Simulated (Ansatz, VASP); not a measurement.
# One calculation of ZrPdSe3, two programs

```xyz
5
Lattice="4.8578 0.0000 0.0000 0.0000 4.8578 0.0000 0.0000 0.0000 4.8578" Properties=species:S:1:pos:R:3 pbc="T T T"
Zr    0.0000    0.0000    0.0000
Pd    2.4289    2.4289    2.4289
Se    0.0000    2.4289    2.4289
Se    2.4289    2.4289    0.0000
Se    2.4289    0.0000    2.4289
```

Change from the starting cell: species swapped into the DyRh3C type (Pm-3m, No. 221).

Alike in both runs: functional PBE; k mesh 8 × 8 × 8; occupations gaussian, width 0.1 eV; no spin polarisation.

Ansatz relaxed the structure, and its values are those at the end. VASP's run is a single point on that final structure, the one shown.

```csv
,VASP,Ansatz
version,VASP 6.6.1,Ansatz 0.2.0
potentials or method,"VASP PAW PBE potentials, release 64 (Zr_sv, Pd, Se), cutoff 500 eV","scalar-relativistic, plane waves, PAW"
valence electrons in the cell,40,78
```

|  | VASP | Ansatz | Ansatz less VASP |
| --- | --- | --- | --- |
| gap on the k mesh at the Fermi level (eV) | none | none | - |
| pressure (GPa) | 0.1 | 0.0 | -0.09 |

A gap of «none» marks a metal or a gap that the smearing closes. The functional is the same, so the differences come from potentials, cutoffs and numerics. VASP's potentials hold 40 valence electrons a cell and Ansatz's 78, so a difference there can come from the potentials and not from the codes.
